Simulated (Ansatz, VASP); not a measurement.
## Two plane-wave programs on SnSe

INCAR

```
  PREC = Accurate
  ENCUT = 520
  EDIFF = 1E-6
  ISMEAR = 0
  SIGMA = 0.1
  LREAL = Auto
  LASPH = T
  NELM = 80
  ALGO = Normal
  ISIF = 2
  LWAVE = F
  LCHARG = T
  LDIPOL = T
  IDIPOL = 3
  DIPOL = 0.5 0.5 0.500
  GGA = CA
  LELF = T
  LVHAR = T
  LVACPOTAV = T
  NBANDS = 116
```

The input KPOINTS:

```
Automatic mesh
0
Gamma
  7 7 1
```

Contents of POSCAR:

```
SnSe
1.0
    3.0100000000     -3.0100000000      0.0000000000
    3.0100000000      3.0100000000      0.0000000000
    0.0000000000      0.0000000000     42.0900000000
Sn Se
10 10
Direct
    0.0000000000      0.0000000000      0.1781895937
    0.5000000000      0.5000000000      0.2497030173
    0.0000000000      0.0000000000      0.3212164410
    0.5000000000      0.5000000000      0.3927298646
    0.0000000000      0.0000000000      0.4642432882
    0.5000000000      0.5000000000      0.5357567118
    0.0000000000      0.0000000000      0.6072701354
    0.5000000000      0.5000000000      0.6787835590
    0.0000000000      0.0000000000      0.7502969827
    0.5000000000      0.5000000000      0.8218104063
    0.0000000000      0.0000000000      0.2497030173
    0.5000000000      0.5000000000      0.1781895937
    0.0000000000      0.0000000000      0.3927298646
    0.5000000000      0.5000000000      0.3212164410
    0.0000000000      0.0000000000      0.5357567118
    0.5000000000      0.5000000000      0.4642432882
    0.0000000000      0.0000000000      0.6787835590
    0.5000000000      0.5000000000      0.6072701354
    0.0000000000      0.0000000000      0.8218104063
    0.5000000000      0.5000000000      0.7502969827
```

Input for Ansatz:

```yaml
crystal:
  lattice:
    - [3.01, -3.01, 0.0]
    - [3.01, 3.01, 0.0]
    - [0.0, 0.0, 42.09]
  atoms:
    - { symbol: Sn, position: [0.0, 0.0, 0.1781895937] }
    - { symbol: Se, position: [0.0, 0.0, 0.2497030173] }
    - { symbol: Sn, position: [0.5, 0.5, 0.2497030173] }
    - { symbol: Se, position: [0.5, 0.5, 0.1781895937] }
    - { symbol: Sn, position: [0.0, 0.0, 0.321216441] }
    - { symbol: Se, position: [0.0, 0.0, 0.3927298646] }
    - { symbol: Sn, position: [0.5, 0.5, 0.3927298646] }
    - { symbol: Se, position: [0.5, 0.5, 0.321216441] }
    - { symbol: Sn, position: [0.0, 0.0, 0.4642432882] }
    - { symbol: Se, position: [0.0, 0.0, 0.5357567118] }
    - { symbol: Sn, position: [0.5, 0.5, 0.5357567118] }
    - { symbol: Se, position: [0.5, 0.5, 0.4642432882] }
    - { symbol: Sn, position: [0.0, 0.0, 0.6072701354] }
    - { symbol: Se, position: [0.0, 0.0, 0.678783559] }
    - { symbol: Sn, position: [0.5, 0.5, 0.678783559] }
    - { symbol: Se, position: [0.5, 0.5, 0.6072701354] }
    - { symbol: Sn, position: [0.0, 0.0, 0.7502969827] }
    - { symbol: Se, position: [0.0, 0.0, 0.8218104063] }
    - { symbol: Sn, position: [0.5, 0.5, 0.8218104063] }
    - { symbol: Se, position: [0.5, 0.5, 0.7502969827] }
hamiltonian:
  xc: lda
  pseudopotentials: { kind: paw }
kpoints:
  mp_grid: { grid: [7, 7, 1] }
scf:
  occupations: { method: gaussian, width: 0.1 }
  convergence: { dr2_threshold: 1.0e-07 }
basis:
  ecutwfc: 420
output:
  forces: true
efield:
  axis: 3
  dipole_correction: true
  ramp_width: 0.04
```

Alike in both runs: task single point; functional LDA; k mesh 7 × 7 × 1; occupations gaussian, width 0.1 eV; no spin polarisation.

|  | VASP | Ansatz |
| --- | --- | --- |
| version | VASP 6.6.1 | Ansatz 0.2.0 |
| potentials or method | VASP PAW LDA potentials, release 64 (Sn_d, Se), cutoff 520 eV | scalar-relativistic, plane waves, PAW |
| valence electrons in the cell | 200 | 300 |

VASP gave:

```
rms of the force components (eV/Å) : 0.155
```

Question: Estimate Ansatz's values.

Answer: rms of the force components (eV/Å): 0.157.

LDA's correlation is that of Perdew and Zunger in VASP and of Perdew and Wang (1992) in Ansatz. VASP's potentials hold 200 valence electrons a cell and Ansatz's 300, so a difference there can come from the potentials and not from the codes.
